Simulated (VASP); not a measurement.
Here is a VASP 6.6.1 calculation.

File INCAR:

```
SYSTEM = GaN
ALGO = Normal
EDIFF = 1E-7
ENCUT = 520
GGA = PE
ISIF = 2
ISMEAR = 0
LASPH = .True.
LCHARG = .True.
LELF = .True.
LREAL = .False.
LVHAR = .True.
LWAVE = .False.
NBANDS = 16
NELM = 80
PREC = Accurate
SIGMA = 0.05
```

KPOINTS

```
k-points
0
Gamma
  10 10 10
  0 0 0
```

File POSCAR:

```
GaN
1.0
    0.0000000000      2.2742384873      2.2060113327
    2.2742384873      0.0000000000      2.2060113327
    2.2742384873      2.2742384873      0.0000000000
Ga N
1 1
Direct
    0.0000000000      0.0000000000      0.0000000000
    0.7500000000      0.7500000000      0.7500000000
```

Potentials or basis: VASP PAW PBE potentials, release 64 (Ga_d, N).

The run is started by

```console
$ cat potpaw_PBE.64/Ga_d/POTCAR potpaw_PBE.64/N/POTCAR > POTCAR
$ mpirun -np 1 vasp_std > vasp.out
```

(1) What does it give for the band gap on the k mesh?

(2) Estimate the pressure.

## Answers

(1) 1.65 eV, direct.

(2) 5.6 GPa.

Caveat: the cell differs from its parent crystal (strain -0.0300 x Voigt [0, 0, 1, 0, 0, 0]).
